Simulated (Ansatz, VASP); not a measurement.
This is a calculation of VO2 for Ansatz 0.2.0.

The input input.yaml:

```yaml
crystal:
  lattice:
    - [4.5072020454, 0.0, 0.0]
    - [0.0, 4.5072020454, 0.0]
    - [0.0, 0.0, 3.04445]
  atoms:
    - { symbol: V, position: [0.5, 0.5, 0.5], spin: 2.0 }
    - { symbol: V, position: [0.0, 0.0, 0.0], spin: 2.0 }
    - { symbol: O, position: [0.200358, 0.799642, 0.5] }
    - { symbol: O, position: [0.799642, 0.200358, 0.5] }
    - { symbol: O, position: [0.700358, 0.700358, 0.0] }
    - { symbol: O, position: [0.299642, 0.299642, 0.0] }
hamiltonian:
  xc: pbesol
  pseudopotentials: { kind: paw }
  dispersion: d3bj
magnetization:
  spin_polarized: true
kpoints:
  mp_grid: { grid: [6, 6, 9] }
scf:
  occupations: { method: fermi_dirac, width: 0.05 }
output:
  forces: true
  stress: true
  eigenvalues: true
```

Potentials or basis: Ansatz PAW.

Launch:

```sh
$ ansatz run input.yaml --threads 2 --pin off --max-ram 5120MiB --backend cpu --events-out ev --progress --plain --runs-dir out
```

**Question.** Translate it to VASP 6.6.1. Potentials there: VASP PAW PBE potentials, release 64 (V_sv, O).

**Answer.** As run (the cutoff follows the program's own potentials):

File INCAR:

```
PREC = Accurate
ENCUT = 600
EDIFF = 1E-6
ISMEAR = -1
SIGMA = 0.05
LREAL = False
LASPH = True
NELM = 200
ALGO = Normal
ISIF = 2
LWAVE = False
LCHARG = True
ISPIN = 2
MAGMOM = 2 2 0 0 0 0
LORBIT = 11
LMAXMIX = 4
GGA = PS
IVDW = 12
LELF = True
LVHAR = True
NBANDS = 38
GGA_COMPAT = False
```

File KPOINTS:

```
regular mesh
0
Gamma
  6 6 9
```

POSCAR

```
VO2
1.0
    4.5072020454      0.0000000000      0.0000000000
    0.0000000000      4.5072020454      0.0000000000
    0.0000000000      0.0000000000      3.0444500000
V O
2 4
Direct
    0.5000000000      0.5000000000      0.5000000000
    0.0000000000      0.0000000000      0.0000000000
    0.2003580000      0.7996420000      0.5000000000
    0.7996420000      0.2003580000      0.5000000000
    0.7003580000      0.7003580000      0.0000000000
    0.2996420000      0.2996420000      0.0000000000
```

Potentials or basis: VASP PAW PBE potentials, release 64 (V_sv, O).

Command:

```bash
$ cat potpaw_PBE.64/V_sv/POTCAR potpaw_PBE.64/O/POTCAR > POTCAR
$ mpirun -np 1 vasp_std > vasp.out
```

Both were run:

|  | VASP | Ansatz | Ansatz less VASP |
| --- | --- | --- | --- |
| gap on the k mesh at the Fermi level (eV) | none | none | - |
| pressure (GPa) | -19.0 | -19.4 | -0.40 |
| traceless stress, the component that is largest in VASP (GPa) | -12.84 | -12.97 | -0.136 |
| rms of the force components (eV/Å) | 0.134 | 0.133 | -0.0007 |
| net moment per atom (μB) | 0.33 | 0.33 | 0.000 |
| size of the moment on the site where the two differ most (μB) | 1.07 | 0.85 | -0.225 |

VASP's potentials were made for PBE, not for PBEsol. Site moments also hang on the region over which each program counts them. Atom by atom the forces differ by 0.001 eV/Å (rms over components). A gap of «none» marks a metal or a gap that the smearing closes.
